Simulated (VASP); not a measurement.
# K (Im-3m) in VASP: further runs

Runs on K. Level: PBE. Tasks: single point.

All numbers are computed with VASP 6.6.1; they aren't measurements. Logs are shortened: lines on timing, memory, paths and dates and some standing lists are left out, and cuts for length are marked.

## Step 1: The cell of the first run

Symmetry: Im-3m, No. 229, cubic system. The conventional cell has a = 5.283 Å, b = 5.283 Å, c = 5.283 Å, α = 90.00°, β = 90.00°, γ = 90.00°.

## Step 2: Single point, PBE

INCAR

```
SYSTEM = K
PREC = Accurate
ENCUT = 520
EDIFF = 1E-6
ISMEAR = 0
SIGMA = 1.0
LREAL = .False.
LASPH = .True.
NELM = 100
ALGO = Normal
ISIF = 2
LWAVE = .False.
LCHARG = .False.
GGA = PE
NBANDS = 10
```

KPOINTS

```
Automatic mesh
0
Gamma
  9 9 9
  0 0 0
```

POSCAR

```
K
1.0
   -2.6417142217      2.6417142217      2.6417142217
    2.6417142217     -2.6417142217      2.6417142217
    2.6417142217      2.6417142217     -2.6417142217
K
1
Direct
    0.0000000000      0.0000000000      0.0000000000
```

Potentials or basis: VASP PAW PBE potentials, release 64 (K_sv).

The run is started by

```
cat potpaw_PBE.64/K_sv/POTCAR > POTCAR
mpirun -np 1 vasp_std > vasp.out
```

OUTCAR:

```text
SYSTEM = K
   PREC = Accurate
   ENCUT = 520
   EDIFF = 1E-6
   ISMEAR = 0
   LREAL = .False.
   LASPH = .True.
   NELM = 100
   ISIF = 2
   GGA = PE

 ion  position               nearest neighbor table
   1  0.000  0.000  0.000-

  LATTYP: Found a body centered cubic cell.
 ALAT       =     5.2834284434

  Lattice vectors:

 A1 = (  -2.6417142217,   2.6417142217,   2.6417142217)
 A2 = (   2.6417142217,  -2.6417142217,   2.6417142217)
 A3 = (   2.6417142217,   2.6417142217,  -2.6417142217)

Analysis of symmetry for initial positions (statically):
=====================================================================
 Subroutine PRICEL returns:
 Original cell was already a primitive cell.

 Routine SETGRP: Setting up the symmetry group for a
 body centered cubic supercell.

 Subroutine GETGRP returns: Found 48 space group operations
 (whereof 48 operations were pure point group operations)
 out of a pool of 48 trial point group operations.

The static configuration has the point symmetry O_h .

Analysis of symmetry for dynamics (positions and initial velocities):
=====================================================================
 Subroutine PRICEL returns:
 Original cell was already a primitive cell.

 Routine SETGRP: Setting up the symmetry group for a
 body centered cubic supercell.

 Subroutine GETGRP returns: Found 48 space group operations
 (whereof 48 operations were pure point group operations)
 out of a pool of 48 trial point group operations.

The dynamic configuration has the point symmetry O_h .

 Subroutine INISYM returns: Found 48 space group operations
 (whereof 48 operations are pure point group operations),
 and found     1 'primitive' translations

----------------------------------------------------------------------------------------

                                     Primitive cell

  volume of cell :      73.7424

  direct lattice vectors                    reciprocal lattice vectors
    -2.641714222  2.641714222  2.641714222     0.000000000  0.189271041  0.189271041
     2.641714222 -2.641714222  2.641714222     0.189271041  0.000000000  0.189271041
     2.641714222  2.641714222 -2.641714222     0.189271041  0.189271041  0.000000000

  length of vectors
     4.575583251  4.575583251  4.575583251     0.267669673  0.267669673  0.267669673

  position of ions in fractional coordinates (direct lattice)
     0.000000000  0.000000000  0.000000000

  ion indices of the primitive-cell ions
   primitive index   ion index
                 1           1

----------------------------------------------------------------------------------------

 KPOINTS: Automatic mesh

Automatic generation of k-mesh.
 Grid dimensions read from file:
 generate k-points for:    9    9    9

 Generating k-lattice:

  Cartesian coordinates                     Fractional coordinates (reciprocal lattice)
     0.000000000  0.021030116  0.021030116     0.111111111  0.000000000  0.000000000
     0.021030116  0.000000000  0.021030116     0.000000000  0.111111111  0.000000000
     0.021030116  0.021030116  0.000000000     0.000000000  0.000000000  0.111111111

  Length of vectors
     0.029741075  0.029741075  0.029741075

  Shift w.r.t. Gamma in fractional coordinates (k-lattice)
     0.000000000  0.000000000  0.000000000

 Subroutine IBZKPT returns following result:
 ===========================================

 Found     35 irreducible k-points:

 Following reciprocal coordinates:
            Coordinates               Weight
  0.000000  0.000000  0.000000      1.000000
  0.111111  0.000000  0.000000     12.000000
  0.222222  0.000000  0.000000     12.000000
  0.333333  0.000000  0.000000     12.000000
  0.444444  0.000000  0.000000     12.000000
  0.111111  0.111111  0.000000     24.000000
[... 16 lines left out ...]
 -0.333333  0.444444  0.111111     48.000000
 -0.444444 -0.444444  0.111111     24.000000
 [... further k-points ...]
   k-points           NKPTS =     35   k-points in BZ     NKDIM =     35   number of bands    NBANDS=     10
   number of dos      NEDOS =    301   number of ions     NIONS =      1
   total plane-waves  NPLWV =  46656
   dimension x,y,z NGX =    36 NGY =   36 NGZ =   36
   dimension x,y,z NGXF=    72 NGYF=   72 NGZF=   72
   ions per type =               1
   NGX,Y,Z   is equivalent  to a cutoff of  13.08, 13.08, 13.08 a.u.
   NGXF,Y,Z  is equivalent  to a cutoff of  26.16, 26.16, 26.16 a.u.
 SYSTEM =  K
   PREC   = accura    normal or accurate (medium, high low for compatibility)
   ISTART =      0    job   : 0-new  1-cont  2-samecut
   ICHARG =      2    charge: 1-file 2-atom 10-const
   ISPIN  =      1    spin polarized calculation?
   LNONCOLLINEAR =      F non collinear calculations
   LSORBIT =      F    spin-orbit coupling
   LASPH  =      T    aspherical Exc in radial PAW
   ENCUT  =  520.0 eV  38.22 Ry    6.18 a.u.   8.51  8.51  8.51*2*pi/ulx,y,z
   NELM   =    100;   NELMIN=  2; NELMDL= -5     # of ELM steps
   EDIFF  = 0.1E-05   stopping-criterion for ELM
   LREAL  =      F    real-space projection
   EDIFFG = 0.1E-04   stopping-criterion for IOM
   NSW    =      0    number of steps for IOM
   IBRION =     -1    ionic relax: 0-MD 1-quasi-New 2-CG
   NFREE  =      0    steps in history (QN), initial steepest desc. (CG)
   ISIF   =      2    stress and relaxation
   ISYM   =      2    0-nonsym 1-usesym 2-fastsym
   POTIM  = 0.5000    time-step for ionic-motion
   TEBEG  =    0.0;   TEEND  =   0.0 temperature during run
   PSTRESS=    0.0 pullay stress
   NELECT =       9.0000    total number of electrons
   NUPDOWN=      -1.0000    fix difference up-down
   EMIN   =  10.00;   EMAX   =-10.00  energy-range for DOS
   EFERMI =   0.00;   METHOD = LEGACY
   ISMEAR =     0;   SIGMA  =   1.00  broadening in eV -4-tet -1-fermi 0-gaus
   EFERMI_NEDOS =   21; number of points for ismear=-14 and -15
   IALGO  =     38    algorithm
   IMIX   =      4    mixing-type and parameters
     AMIX     =   0.40;   BMIX     =  1.00
     AMIX_MAG =   1.60;   BMIX_MAG =  1.00
  volume/ion in A,a.u.               =      73.74       497.64
  Fermi-wavevector in a.u.,A,eV,Ry     =   0.812051  1.534553  8.972041  0.659426
  Thomas-Fermi vector in A             =   1.921523
   LORBIT       =      0    0 simple, 1 ext, 2 COOP (PROOUT), +10 PAW based schemes
   GGA     = PE    functional components
   LHFCALC =     F    Hartree Fock is set to
   AEXX    =    0.0000 exact exchange contribution
   IVDW    =     0    specifies the selected vdW correction
   LEPSILON=     F    determine dielectric tensor
   LRPA    =     F    only Hartree local field effects (RPA)
 non-spin polarized calculation
 Gauss-broadening in eV      SIGMA  =   1.00
  energy-cutoff  :      520.00
  volume of cell :       73.74
 maximum number of plane-waves:      2006
 NGX is ok and might be reduce to    36
   NGX = 17   NGY = 17   NGZ = 17

 number of electron       9.0000001 magnetization

 Free energy of the ion-electron system (eV)
  ---------------------------------------------------
  ext. energy  EPLUGINS =         0.00000000
  ---------------------------------------------------
  free energy    TOTEN  =        -1.24108482 eV

  energy without entropy =       -0.85647111  energy(sigma->0) =       -1.04877796

 E-fermi :  -0.2173     XC(G=0):  -5.6436

 val. band max:       -0.4393092136   @ k =  -0.3333   0.3333   0.2222
 cond. band min:      -0.1844273502   @ k =  -0.3333   0.4444   0.1111
 fundamental gap:      0.2548818635
 Fermi energy:        -0.2173287671

 k-point     1 :       0.0000    0.0000    0.0000
  band No.  band energies     occupation
      1     -32.2505      2.00000
      2     -15.7010      2.00000
      3     -15.7010      2.00000
      4     -15.7010      2.00000
      5      -2.2767      1.99641
      6       4.1712      0.00000
      7       4.1712      0.00000
      8       4.1712      0.00000
      9       5.0767      0.00000
     10       5.0767      0.00000

 k-point     2 :       0.1111    0.0000    0.0000
  band No.  band energies     occupation
      1     -32.2500      2.00000
      2     -15.7090      2.00000
      3     -15.7037      2.00000
      4     -15.7010      2.00000
      5      -2.1238      1.99299
      6       3.9154      0.00000
      7       3.9794      0.00000
      8       4.2927      0.00000
      9       4.8631      0.00000
     10       5.0398      0.00000

 k-point     3 :       0.2222    0.0000    0.0000
  band No.  band energies     occupation
      1     -32.2488      2.00000
      2     -15.7290      2.00000
      3     -15.7104      2.00000
      4     -15.7010      2.00000
      5      -1.6773      1.96105
      6       3.0633      0.00000
      7       3.5939      0.00000
      8       4.6508      0.00000
      9       4.8720      0.00000
     10       5.0166      0.00000

 k-point     4 :       0.3333    0.0000    0.0000
  band No.  band energies     occupation
      1     -32.2474      2.00000
      2     -15.7514      2.00000
      3     -15.7180      2.00000
      4     -15.7010      2.00000
      5      -0.9729      1.71470
      6       2.0305      0.00148
      7       3.2542      0.00000
      8       4.9155      0.00000
      9       5.1323      0.00000
     10       5.2267      0.00000

 k-point     5 :       0.4444    0.0000    0.0000
  band No.  band energies     occupation
      1     -32.2465      2.00000
      2     -15.7659      2.00000
      3     -15.7230      2.00000
      4     -15.7009      2.00000
      5      -0.0751      0.84059
      6       0.9790      0.09068
      7       3.0667      0.00000
      8       4.7718      0.00000
      9       5.4426      0.00000
     10       5.9874      0.00000

 k-point     6 :       0.1111    0.1111    0.0000
  band No.  band energies     occupation
      1     -32.2491      2.00000
      2     -15.7227      2.00000
      3     -15.7066      2.00000
      4     -15.7029      2.00000
      5      -1.8240      1.97692
      6       3.4295      0.00000
      7       3.6009      0.00000
      8       4.5095      0.00000
      9       4.6973      0.00000
     10       5.1885      0.00000
[... 183 lines left out ...]
 k-point    21 :      -0.2222    0.3333    0.1111
  band No.  band energies     occupation
      1     -32.2471      2.00000
      2     -15.7426      2.00000
      3     -15.7212      2.00000
      4     -15.7113      2.00000
      5      -0.9696      1.71264
      6       2.5314      0.00010
      7       3.1372      0.00000
      8       4.0602      0.00000
      9       4.9696      0.00000
     10       5.4028      0.00000

 k-point    22 :      -0.4444    0.4444    0.1111
  band No.  band energies     occupation
      1     -32.2462      2.00000
      2     -15.7638      2.00000
      3     -15.7260      2.00000
      4     -15.7067      2.00000
      5       0.0541      0.70109
      6       1.0732      0.06800
      7       3.1023      0.00000
      8       4.0482      0.00000
      9       5.3743      0.00000
     10       5.9669      0.00000

 k-point    23 :      -0.3333    0.4444    0.1111
  band No.  band energies     occupation
      1     -32.2461      2.00000
      2     -15.7560      2.00000
      3     -15.7299      2.00000
      4     -15.7117      2.00000
      5      -0.1844      0.96289
      6       1.7062      0.00652
      7       2.7485      0.00003
      8       4.1220      0.00000
      9       4.9796      0.00000
     10       5.5992      0.00000

 k-point    24 :      -0.4444   -0.4444    0.1111
  band No.  band energies     occupation
      1     -32.2456      2.00000
      2     -15.7613      2.00000
      3     -15.7335      2.00000
      4     -15.7117      2.00000
      5       0.7363      0.17746
      6       0.7594      0.16720
      7       2.6138      0.00006
      8       4.0569      0.00000
      9       5.1585      0.00000
     10       5.6684      0.00000

 [... further k-points ...]

------------------------ aborting loop because EDIFF is reached ----------------------------------------

  FORCE on cell =-STRESS in cart. coord.  units (eV):
  Direction    XX          YY          ZZ          XY          YZ          ZX
  --------------------------------------------------------------------------------------
  -------------------------------------------------------------------------------------
  Total        0.0763748      0.0763748      0.0763748      0.0000000     -0.0000000      0.0000000
  in kB        1.6593696      1.6593696      1.6593696      0.0000000     -0.0000000      0.0000000
  external PRESSURE =       1.6593696 kB  Pullay stress =       0.0000000 kB

 VOLUME and BASIS-vectors are now :
 -----------------------------------------------------------------------------
  energy-cutoff  :      520.00
  volume of cell :       73.74
      direct lattice vectors                 reciprocal lattice vectors
    -2.641714222  2.641714222  2.641714222     0.000000000  0.189271041  0.189271041
     2.641714222 -2.641714222  2.641714222     0.189271041  0.000000000  0.189271041
     2.641714222  2.641714222 -2.641714222     0.189271041  0.189271041  0.000000000

 POSITION                                       TOTAL-FORCE (eV/Angst)
 -----------------------------------------------------------------------------------
      0.00000      0.00000      0.00000        -0.000000      0.000000      0.000000
 -----------------------------------------------------------------------------------
    total drift:                               -0.000000     -0.000000      0.000000

  FREE ENERGIE OF THE ION-ELECTRON SYSTEM (eV)
  ---------------------------------------------------
  free  energy   TOTEN  =        -1.2410848193 eV

  energy  without entropy=       -0.8564711079  energy(sigma->0) =       -1.04877796
```

Run time: 28 s. Hardware: 1 thread of AMD EPYC 7R13, shared host; peak memory 0.17 GiB.

What came out:

```
Free energy            : -1.2411 eV
Pressure               : 0.2 GPa
Band gap on the k mesh : zero (an odd number of electrons rules out a gap without spin polarisation)
```

Levels at points of the mesh, in eV from the Fermi level:
```
           k point  band 1  band 2  band 3  band 4  band 5  band 6  band 7  band 8
(0.00, 0.00, 0.00)  -32.03  -15.48  -15.48  -15.48   -2.06    4.39    4.39    4.39
```

Caveat: so wide a smearing shifts energies and pressures.

## Step 3: Single point, PBE

INCAR

```
PREC     = Accurate       # precision mode
ENCUT    = 520            # plane-wave cutoff, eV
EDIFF    = 1E-6           # SCF threshold, eV
ISMEAR   = 1              # smearing method
SIGMA    = 0.01           # smearing width, eV
LREAL    = F              # projectors in reciprocal space
LASPH    = T              # aspherical terms in the spheres
NELM     = 80             # most SCF steps
ALGO     = Normal         # electronic algorithm
ISIF     = 2              # what is computed and relaxed
LWAVE    = F              # write WAVECAR
LCHARG   = F              # write CHGCAR
GGA      = PE             # functional
NBANDS   = 10             # bands
```

KPOINTS

```
Automatic mesh
0
Gamma
  9 9 9
```

POSCAR is that of step 2.

Potentials or basis: VASP PAW PBE potentials, release 64 (K_sv).

The run is started by

```
cat potpaw_PBE.64/K_sv/POTCAR > POTCAR
mpirun -np 1 vasp_std > vasp.out
```

It took 28 s on 1 thread of AMD EPYC 7R13, shared host; peak memory 0.17 GiB.

Results (log left out):

| Item | Value |
| --- | --- |
| Free energy | -1.0501 eV |
| Pressure | 0.0 GPa |
| Band gap on the k mesh | zero (an odd number of electrons rules out a gap without spin polarisation) |

Levels at points of the mesh, in eV from the Fermi level:
```
           k point  band 2  band 3  band 4  band 5  band 6  band 7
(0.00, 0.00, 0.00)  -15.53  -15.53  -15.53   -2.10    4.35    4.35
```

## Step 4: Single point, PBE

INCAR

```
SYSTEM = K
ALGO     = Normal         ! electronic algorithm
EDIFF    = 1E-7           ! SCF threshold, eV
ENCUT    = 520            ! plane-wave cutoff, eV
GGA      = PE             ! functional
ISIF     = 2              ! what is computed and relaxed
ISMEAR   = 1              ! smearing method
LASPH    = .True.         ! aspherical terms in the spheres
LCHARG   = .False.        ! write CHGCAR
LREAL    = .False.        ! projectors in reciprocal space
LWAVE    = .False.        ! write WAVECAR
NBANDS   = 10             ! bands
NELM     = 80             ! most SCF steps
PREC     = Accurate       ! precision mode
SIGMA    = 0.03           ! smearing width, eV
```

KPOINTS

```
k-points
0
Gamma
  9 9 9
  0 0 0
```

POSCAR is that of step 3.

The run is started by

```
cat potpaw_PBE.64/K_sv/POTCAR > POTCAR
mpirun -np 1 vasp_std > vasp.out
```

It took 30 s on 1 thread of AMD EPYC 7R13, shared host; peak memory 0.17 GiB.

Results (log left out):

```yaml
Free_energy: -1.0501 eV
Pressure: 0.0 GPa
Band_gap_on_the_k_mesh: zero (an odd number of electrons rules out a gap without spin polarisation)
```

Levels at points of the mesh, in eV from the Fermi level:
| k point | band 1 | band 2 | band 3 | band 4 | band 5 | band 6 | band 7 | band 8 | band 9 |
| --- | --- | --- | --- | --- | --- | --- | --- | --- | --- |
| (0.00, 0.00, 0.00) | -32.09 | -15.54 | -15.54 | -15.54 | -2.11 | 4.34 | 4.34 | 4.34 | 5.24 |

[end of part 1 of 2]
